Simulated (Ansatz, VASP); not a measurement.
# One calculation of SiC, two programs

File INCAR:

```
SYSTEM = SiC
PREC = Accurate
ENCUT = 600
EDIFF = 1E-6
ISMEAR = 0
SIGMA = 0.05
LREAL = .FALSE.
LASPH = .TRUE.
NELM = 120
ALGO = Normal
ISIF = 2
LWAVE = .FALSE.
LCHARG = .TRUE.
GGA = PE
LELF = .TRUE.
LVHAR = .TRUE.
NBANDS = 11
GGA_COMPAT = .FALSE.
```

KPOINTS

```
regular mesh
0
G
  4 4 4
  0 0 0
```

File POSCAR:

```
SiC
1.0
    0.0000000000      2.1740000000      2.1740000000
    2.1740000000      0.0000000000      2.1740000000
    2.1740000000      2.1740000000      0.0000000000
Si C
1 1
Direct
    0.0689972401      0.0689972401     -0.1665740728
    0.7500000000      0.7500000000      0.7500000000
```

Input for Ansatz:

```yaml
crystal:
  lattice:
    - [0.0, 2.174, 2.174]
    - [2.174, 0.0, 2.174]
    - [2.174, 2.174, 0.0]
  atoms:
    - { symbol: Si, position: [0.0689972401, 0.0689972401, -0.1665740728] }
    - { symbol: C, position: [0.75, 0.75, 0.75] }
basis:
  ecutwfc: 420
kpoints:
  mp_grid: { grid: [4, 4, 4] }
hamiltonian:
  xc: pbe
scf:
  occupations: { method: gaussian, width: 0.05 }
output:
  forces: true
  stress: true
  eigenvalues: true
```

Alike in both runs: task single point; functional PBE; k mesh 4 × 4 × 4; occupations gaussian, width 0.05 eV; no spin polarisation.

|  | VASP | Ansatz |
| --- | --- | --- |
| version | VASP 6.6.1 | Ansatz 0.2.0 |
| potentials or method | VASP PAW PBE potentials, release 64 (Si, C), cutoff 600 eV | scalar-relativistic, plane waves, PAW |
| valence electrons in the cell | 8 | 8 |

```tsv
	VASP	Ansatz	Ansatz less VASP
gap on the k mesh at the Fermi level (eV)	none	none	-
pressure (GPa)	16.0	16.3	+0.29
traceless stress, the component that is largest in VASP (GPa)	-10.20	-10.24	-0.043
rms of the force components (eV/Å)	1.956	1.959	+0.0022
```

Atom by atom the forces differ by 0.002 eV/Å (rms over components). A gap of «none» marks a metal or a gap that the smearing closes. With one functional, cell and mesh, what is left measures potentials, basis and numerics.

The k mesh is coarse, so the values compare programs but aren't converged.
